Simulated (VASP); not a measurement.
Write the native input for VASP 6.6.1 that does the following.

```yaml
Task: single point
Functional: PBE
Potentials_or_basis: VASP PAW PBE potentials, release 64 (Sb, B, Bi_d)
Cutoff: 520 eV
k_mesh: 6 × 6 × 4
Occupations: gaussian, width 0.01 eV
Spin: no spin polarisation
Dipole_correction: no
Further_INCAR_settings: ALGO = Normal; EDIFF = 1e-06; NBANDS = 21
```

The structure of BiB2Sb lies in POSCAR:

```
BiB2Sb
1.0
    3.8876778242      0.0000000000      0.0000000000
    0.0000000000      3.8876778242      0.0000000000
    0.0000000000      0.0000000000      5.4961234476
Sb B Bi
1 2 1
Direct
    0.0000000000      0.0000000000      0.0000000000
    0.0000000000      0.5000000000      0.7619823684
    0.5000000000      0.0000000000      0.2380176316
    0.5000000000      0.5000000000      0.5000000000
```

One way to write it, as run:

INCAR

```
  PREC = Accurate
  ENCUT = 520
  EDIFF = 1E-6
  ISMEAR = 0
  SIGMA = 0.01
  LREAL = False
  LASPH = True
  NELM = 80
  ALGO = Normal
  ISIF = 2
  LWAVE = False
  LCHARG = True
  GGA = PE
  LELF = True
  LVHAR = True
  NBANDS = 21
```

KPOINTS

```
Automatic mesh
0
Gamma
  6 6 4
```

Potentials or basis: VASP PAW PBE potentials, release 64 (Sb, B, Bi_d).

Command:

```sh
$ cat potpaw_PBE.64/Sb/POTCAR potpaw_PBE.64/B/POTCAR potpaw_PBE.64/Bi_d/POTCAR > POTCAR
$ mpirun -np 1 vasp_std > vasp.out
```

Results of the run:

```yaml
Pressure: -4.3 GPa
Largest_force: 0.027 eV/Å
Band_gap_on_the_k_mesh: 0.40 eV (least direct gap 0.73 eV)
```

Caveat: the cell stands under tension; spin-orbit coupling is left out, which moves the levels of the heavy elements.

Wall time 30 s on 1 thread of AMD EPYC 7R13 Processor (Zen 3), on a shared host, peak memory 0.19 GiB.
